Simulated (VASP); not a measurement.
## AlNi: single point with PBEsol

Crystal: AlNi.

```xyz
6
Lattice="0.0000 -2.8618 0.0000 0.0000 0.0000 -2.8618 11.7855 -1.1924 -1.1924" Properties=species:S:1:pos:R:3 pbc="T T T"
Al    0.7155   -2.8618    0.0000
Al    3.5773   -2.8618    0.0000
Al    6.4391   -2.8618    0.0000
Ni    7.8700   -1.4309   -1.4309
Ni    2.1464   -1.4309   -1.4309
Ni    5.0082   -1.4309   -1.4309
```

This cell differs from its parent crystal: the part above a cut slid along it.

| Quantity | Value |
| --- | --- |
| Program | VASP 6.6.1 |
| Task | single point |
| Functional | PBEsol |
| Potentials or basis | VASP PAW PBE potentials, release 64 (Al, Ni) |
| Cutoff | 520 eV |
| k mesh | 15 × 15 × 5 |
| Occupations | gaussian, width 0.15 eV |
| Spin | no spin polarisation |

```yaml
Pressure: -4.5 GPa
Largest_force: 1.008 eV/Å
Band_gap_on_the_k_mesh: zero (an odd number of electrons rules out a gap without spin polarisation)
```

Forces in eV/Å, atoms in the order of the input:
```
Al   0.101  0.000  0.000
Al   0.082  0.000  0.000
Al   1.008  0.000  0.000
Ni  -0.601  0.001  0.001
Ni  -0.391  0.000  0.000
Ni  -0.198  0.000  0.000
```

Stress tensor (GPa, compression positive):
```
-2.58  0.00  0.00
 0.00 -5.44  0.00
 0.00  0.00 -5.44
```

Levels at points of the mesh, in eV from the Fermi level:
```csv
k point,band 17,band 18,band 19,band 20,band 21,band 22
"(0.00, 0.00, 0.00)",-0.90,-0.90,-0.60,-0.56,1.77,2.89
```

It took 7.9 min on 1 thread of Intel(R) Xeon(R) 6975P-C (Granite Rapids) (shared host), peak memory 0.73 GiB.

Caveat: the cell differs from its parent crystal (the part above a cut slid along it); the cell stands under tension; the PAW data sets were made with another functional, which shifts forces and pressure a little. Spin polarisation is off, so any magnetic state and its effect on volume and gap are missing.
